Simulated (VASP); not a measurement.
Crystal: CsPbCl3.

```
Cs Pb Cl
1.0
     5.74026    0.00000    0.00000
     0.00000    5.74026    0.00000
     0.00000    0.00000    5.74026
Cs Pb Cl
1 1 3
Direct
  0.00000 0.00000 0.00000
  0.50000 0.50000 0.50000
  0.50000 0.50000 0.00000
  0.00000 0.50000 0.50000
  0.50000 0.00000 0.50000
```

| Property | Result |
| --- | --- |
| Program | VASP 6.6.1 |
| Task | relaxation of cell and atoms |
| Functional | PBEsol |
| Potentials or basis | VASP PAW PBE potentials, release 64 (Cs_sv, Pb_d, Cl) |
| Cutoff | 600 eV |
| k mesh | 4 × 4 × 4 |
| Occupations | fermi-dirac, width 0.02 eV |
| Spin | no spin polarisation |

At the start: pressure -1.3 GPa; volume 37.83 Å³/atom.

Q: How do energy, volume and symmetry change on relaxing?

A: Over 3 steps the energy falls by 9.6 meV/atom and the volume is 35.63 Å³/atom (-5.8 %); space group Pm-3m (No. 221, to 0.1 Å) before and after.

Step by step:
```tsv
step	energy change (eV)	largest force (eV/Å)	pressure (GPa)	volume (Å³)
1	0.0000	0.0000	-1.32	189.15
2	-0.0450	0.0000	-0.36	180.77
3	-0.0481	0.0000	-0.01	178.17
```

Final structure:
```xyz
5
Lattice="5.6270 0.0000 0.0000 0.0000 5.6270 0.0000 0.0000 0.0000 5.6270" Properties=species:S:1:pos:R:3 pbc="T T T"
Cs    0.0000    0.0000    0.0000
Pb    2.8135    2.8135    2.8135
Cl    2.8135    2.8135    0.0000
Cl    0.0000    2.8135    2.8135
Cl    2.8135    0.0000    2.8135
```

Caveat: the PAW data sets were made with another functional, which shifts forces and pressure a little.
